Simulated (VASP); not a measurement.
# LiF (Pm-3m) in VASP: settings compared, part 2 of 2

VASP 6.6.1.

## Step 5: Relaxation of cell and atoms, RPBE+D3(BJ)

This run uses another cell than the first one, of 8.38 Å³/atom, 0.980 times its volume.

INCAR reads:

```
SYSTEM = LiF
PREC     = Accurate       ! precision mode
ENCUT    = 600            ! plane-wave cutoff, eV
EDIFF    = 1E-6           ! SCF threshold, eV
ISMEAR   = -1             ! smearing method
SIGMA    = 0.05           ! smearing width, eV
LREAL    = .FALSE.        ! projectors in reciprocal space
LASPH    = .TRUE.         ! aspherical terms in the spheres
NELM     = 100            ! most SCF steps
ALGO     = Normal         ! electronic algorithm
ISIF     = 3              ! what is computed and relaxed
LWAVE    = .FALSE.        ! write WAVECAR
LCHARG   = .FALSE.        ! write CHGCAR
GGA      = RP             ! functional
IVDW     = 12             ! dispersion correction
IBRION   = 2              ! ionic algorithm
NSW      = 80             ! ionic steps
EDIFFG   = -0.005         ! ionic threshold
```

KPOINTS reads:

```
Automatic mesh
0
G
  10 10 10
  0 0 0
```

POSCAR reads:

```
LiF
1.0
    2.5595330000      0.0000000000      0.0000000000
    0.0000000000      2.5595330000      0.0000000000
    0.0000000000      0.0000000000      2.5595330000
F Li
1 1
Direct
    0.5000000000      0.5000000000      0.5000000000
    0.0000000000      0.0000000000      0.0000000000
```

Launch:

```
$ cat potpaw_PBE.64/F/POTCAR potpaw_PBE.64/Li_sv/POTCAR > POTCAR
$ mpirun -np 1 vasp_std > vasp.out
```

Run time: 18 s. Hardware: 1 thread of Intel Xeon Platinum 8259CL at 2.50GHz (Skylake/Cascade Lake), shared host; peak memory 0.14 GiB.

The run converged. Its results:

* Free energy: -10.1244 eV
* Relaxed volume: 7.10 Å³/atom
* Relaxed cell: a = 2.422 Å, b = 2.422 Å, c = 2.422 Å, α = 90.00°, β = 90.00°, γ = 90.00°
* Space group after relaxing (to 0.05 Å): Pm-3m (No. 221)
* Energy gained by relaxing: 53.5 meV/atom
* Ionic steps: 4
* Pressure after relaxing: 0.1 GPa
* Band gap on the k mesh: 9.25 eV, indirect (least direct gap 10.10 eV)
* Dispersion energy per atom: -0.834 eV

Step by step:
| step | energy change (eV) | largest force (eV/Å) | pressure (GPa) | volume (Å³) |
| --- | --- | --- | --- | --- |
| 1 | 0.0000 | 0.0000 | -11.57 | 16.77 |
| 2 | -0.0826 | 0.0000 | -6.43 | 15.34 |
| 3 | -0.1063 | 0.0000 | -1.28 | 14.41 |
| 4 | -0.1071 | 0.0000 | 0.06 | 14.20 |

Final structure:
```
CELL_PARAMETERS angstrom
2.42151 0.00000 0.00000
0.00000 2.42151 0.00000
0.00000 0.00000 2.42151
ATOMIC_POSITIONS crystal
F 0.50000 0.50000 0.50000
Li 0.00000 0.00000 0.00000
```

Levels at points of the mesh, in eV from the valence-band top:
| k point | band 2 | band 3 | band 4 | band 5 | band 6 | band 7 | band 8 | band 9 |
| --- | --- | --- | --- | --- | --- | --- | --- | --- |
| (0.00, 0.00, 0.00) | -21.67 | -0.85 | -0.85 | -0.85 | 9.25 | 20.05 | 20.05 | 23.37 |
| (0.50, 0.00, 0.00) | -21.06 | -4.45 | -0.35 | -0.35 | 10.29 | 16.20 | 22.28 | 22.28 |
| (0.50, 0.50, 0.00) | -20.31 | -4.04 | -4.04 | 0.00 | 14.71 | 15.30 | 15.30 | 21.42 |
| (0.50, 0.50, 0.50) | -19.69 | -2.82 | -2.82 | -2.82 | 11.82 | 11.82 | 11.82 | 26.93 |

Caveat: the cutoff is under 1.25 times the usual one of these potentials, so pressure, stress and relaxed cells hold a basis-set (Pulay) error; the volume moved by over 15 % at a fixed basis, so the end points are rough; the PAW data sets were made with another functional, which shifts forces and pressure a little. A k mesh can miss the band edges.

## Step 6: Relaxation of cell and atoms, RPBE+D4

This run uses another cell than the first one, of 8.38 Å³/atom, 0.980 times its volume.

INCAR, as its differences from that of step 5:

```diff
@@ -3,3 +3,3 @@
 ENCUT    = 600            ! plane-wave cutoff, eV
-EDIFF    = 1E-6           ! SCF threshold, eV
+EDIFF    = 1E-7           ! SCF threshold, eV
 ISMEAR   = -1             ! smearing method
@@ -14,3 +14,3 @@
 GGA      = RP             ! functional
-IVDW     = 12             ! dispersion correction
+IVDW     = 13             ! dispersion correction
 IBRION   = 2              ! ionic algorithm
```

KPOINTS reads:

```
regular mesh
0
G
  10 10 10
  0 0 0
```

POSCAR is that of step 5.

Potentials or basis: VASP PAW PBE potentials, release 64 (F, Li_sv).

Launch:

```
$ cat potpaw_PBE.64/F/POTCAR potpaw_PBE.64/Li_sv/POTCAR > POTCAR
$ mpirun -np 1 vasp_std > vasp.out
```

Wall time 23 s (1 thread of Intel Xeon Platinum 8259CL at 2.50GHz (Skylake/Cascade Lake), shared host); peak memory 0.12 GiB.

It converged, with:

| Property | Result |
| --- | --- |
| Free energy | -8.8934 eV |
| Relaxed volume | 8.42 Å³/atom |
| Relaxed cell | a = 2.563 Å, b = 2.563 Å, c = 2.563 Å, α = 90.00°, β = 90.00°, γ = 90.00° |
| Space group after relaxing (to 0.05 Å) | Pm-3m (No. 221) |
| Energy gained by relaxing | 0.0 meV/atom |
| Ionic steps | 3 |
| Pressure after relaxing | 0.0 GPa |
| Band gap on the k mesh | 7.70 eV, indirect (least direct gap 8.36 eV) |
| Dispersion energy per atom | -0.136 eV |

Final structure:
```
CELL_PARAMETERS angstrom
2.56349 0.00000 0.00000
0.00000 2.56349 0.00000
0.00000 0.00000 2.56349
ATOMIC_POSITIONS crystal
F 0.50000 0.50000 0.50000
Li 0.00000 0.00000 0.00000
```

Levels at points of the mesh, in eV from the valence-band top:
```
           k point  band 3  band 4  band 5  band 6  band 7  band 8
(0.00, 0.00, 0.00)   -0.66   -0.66   -0.66    7.70   19.04   19.04
(0.50, 0.00, 0.00)   -3.60   -0.27   -0.27    9.34   14.19   20.57
(0.50, 0.50, 0.00)   -3.18   -3.18    0.00   13.58   13.87   13.87
(0.50, 0.50, 0.50)   -2.21   -2.21   -2.21   11.39   11.39   11.39
```

Caveat: the cutoff is under 1.25 times the usual one of these potentials, so pressure, stress and relaxed cells hold a basis-set (Pulay) error; the PAW data sets were made with another functional, which shifts forces and pressure a little. A k mesh can miss the band edges.

## Step 7: The runs side by side

| task | level | cell | cutoff (eV) | gap on the mesh (eV) | pressure (GPa) | relaxed volume (Å³/atom) |
| --- | --- | --- | --- | --- | --- | --- |
| single point | RPBE+D4 | a = 2.576 Å, 2 atoms | 520 | 7.58 | - | - |
| single point | RPBE | a = 2.610 Å, 2 atoms | 520 | 7.28 | - | - |
| relaxation of cell and atoms | RPBE | relaxed from a = 2.560 Å, 2 atoms | 600 | 7.39 | 0.0 | 8.77 |
| relaxation of cell and atoms | RPBE+D3(BJ) | relaxed from a = 2.560 Å, 2 atoms | 600 | 9.25 | 0.1 | 7.10 |
| relaxation of cell and atoms | RPBE+D4 | relaxed from a = 2.560 Å, 2 atoms | 600 | 7.70 | 0.0 | 8.42 |

Alike in all rows: potentials or basis VASP PAW PBE potentials, release 64 (F, Li_sv); no spin polarisation; k mesh 10 × 10 × 10; smearing fermi-dirac 0.05 eV.

Caveats: the cutoff is under 1.25 times the usual one of these potentials, so pressure, stress and relaxed cells hold a basis-set (Pulay) error; the PAW data sets were made with another functional, which shifts forces and pressure a little; the volume moved by over 15 % at a fixed basis, so the end points are rough (some runs).

Total energies depend on the potentials used, so only differences within one code and one set of settings carry meaning.
